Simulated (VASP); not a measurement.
Runs of VASP 6.6.1 on SnSe2. The structure is that of space group P-3m1 (No. 164), or close to it. The cells are those of the table. 

```csv
cell,gap on the mesh (eV),pressure (GPa),largest force (eV/Å)
"a = 3.811, b = 3.811, c = 6.136 Å, angles 90.0, 90.0, 120.0°, 3 atoms",(c),5.7,0.77
"a = 3.713, b = 3.713, c = 5.979 Å, angles 90.0, 90.0, 120.0°, 3 atoms",0.83,13.3,1.66
"a = 3.842, b = 3.842, c = 6.187 Å, angles 90.0, 90.0, 120.0°, 3 atoms",0.74,3.7,0.53
"a = 3.904, b = 3.904, c = 6.286 Å, angles 90.0, 90.0, 120.0°, 3 atoms",(a),0.6,0.12
"a = 3.873, b = 3.873, c = 6.237 Å, angles 90.0, 90.0, 120.0°, 3 atoms",(b),(d),0.32
```

Alike in all rows: task single point; level PBE; potentials or basis VASP PAW PBE potentials, release 64 (Sn_d, Se); no spin polarisation; k mesh 6 × 6 × 3; cutoff (eV) 520; smearing gaussian 0.01 eV.

Problem. Fill in the values left out.

Solution. (a) 0.70; (b) 0.72; (c) 0.77; (d) 2.0.

Caveats: spin-orbit coupling is left out, which moves the levels of the heavy elements; this functional lacks dispersion, which binds the layers, so the pressure and a relaxed spacing across them are unreliable; forces of over 1 eV/Å act on the atoms, so gaps and moduli don't describe the material at rest (some runs).

A k mesh can miss the band edges, and the runs leave out spin-orbit coupling on Se, Sn.
